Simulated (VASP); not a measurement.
**TaGaMo3: single point with PBE**

Crystal: TaGaMo3.

```
Ta Ga Mo
1.0
     4.55203    0.00000    0.00000
     0.00000    4.55203    0.00000
     0.00000    0.00000    4.55203
Ta Ga Mo
1 1 3
Direct
  0.00000 0.00000 0.00000
  0.50000 0.50000 0.50000
  0.00000 0.50000 0.50000
  0.50000 0.00000 0.50000
  0.50000 0.50000 0.00000
```

```json
{"Program": "VASP 6.6.1", "Task": "single point", "Functional": "PBE", "Potentials or basis": "VASP PAW PBE potentials, release 64 (Ta_pv, Ga_d, Mo_sv)", "Cutoff": "520 eV", "k mesh": "4 × 4 × 4", "Occupations": "gaussian, width 0.1 eV", "Spin": "no spin polarisation", "Dipole correction": "no", "Further INCAR settings": "ALGO = Normal; EDIFF = 1e-06; NBANDS = 41"}
```

```yaml
Pressure: 0.7 GPa
Band_gap_on_the_k_mesh: zero (band 33 reaches 8.21 eV, above the bottom of band 34 at 7.13 eV)
```

Levels at points of the mesh, in eV from the Fermi level:
```
           k point  band 29  band 30  band 31  band 32  band 33  band 34  band 35  band 36  band 37  band 38
(0.00, 0.00, 0.00)    -0.42    -0.42     0.37     0.37     0.37     0.97     0.97     2.30     2.39     2.39
(0.50, 0.00, 0.00)    -1.51    -1.49    -1.49    -0.10     0.56     0.56     0.74     1.04     1.04     1.12
(0.50, 0.50, 0.00)    -1.36    -1.35    -1.35    -0.67    -0.53    -0.53     0.39     0.64     1.04     1.38
(0.50, 0.50, 0.50)    -0.72    -0.72    -0.72    -0.14    -0.14     0.42     0.42     0.42     2.14     2.14
```

It took 23 s on 1 thread of Intel(R) Xeon(R) 6975P-C (Granite Rapids) (shared host), peak memory 0.22 GiB.

Caveat: spin-orbit coupling is left out, which moves the levels of the heavy elements.
